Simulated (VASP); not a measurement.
Write the native input for VASP 6.6.1 that does the following.

```
Task                   : single point
Functional             : PBE
Potentials or basis    : VASP PAW PBE potentials, release 64 (Ga_d, As)
Cutoff                 : 520 eV
k mesh                 : 6 × 4 × 2
Occupations            : gaussian, width 0.1 eV
Spin                   : no spin polarisation
Dipole correction      : no
Further INCAR settings : ALGO = Normal; EDIFF = 1e-07; NBANDS = 36
```

The structure of GaAs lies in POSCAR:

```
GaAs
1.0
    3.5017106700      0.0000000000      0.0000000000
    0.0000000000      3.9526212700      0.0000000000
    0.0000000000      0.0000000000      9.1325903200
Ga As
3 3
Direct
    0.5000000000      0.5000000000      0.1780484600
    0.5000000000      0.5000000000      0.8219515400
    0.0000000000      0.0000000000      0.5000000000
    0.5000000000      0.0000000000      0.3219515400
    0.0000000000      0.5000000000      0.0000000000
    0.5000000000      0.0000000000      0.6780484600
```

The cell was built from a structure type or drawn by symmetry, and may not be a known phase.

The input as run:

INCAR

```
SYSTEM = GaAs
PREC = Accurate
ENCUT = 520
EDIFF = 1E-7
ISMEAR = 0
SIGMA = 0.1
LREAL = .False.
LASPH = .True.
NELM = 60
ALGO = Normal
ISIF = 2
LWAVE = .False.
LCHARG = .False.
GGA = PE
NBANDS = 36
```

KPOINTS

```
regular mesh
0
Gamma
  6 4 2
  0 0 0
```

Potentials or basis: VASP PAW PBE potentials, release 64 (Ga_d, As).

Command:

```console
$ cat potpaw_PBE.64/Ga_d/POTCAR potpaw_PBE.64/As/POTCAR > POTCAR
$ mpirun -np 1 vasp_std > vasp.out
```

It gave:

```yaml
Pressure: 14.1 GPa
Largest_force: 0.255 eV/Å
Band_gap_on_the_k_mesh: zero (bands 27 and 28 overlap by 1.78 eV)
```

Caveat: the k points lie up to 0.40 Å⁻¹ apart, too coarse for converged energies and pressures of a metal.

It took 4.5 min on 1 thread of Intel Xeon 8259CL (shared host), peak memory 0.27 GiB.
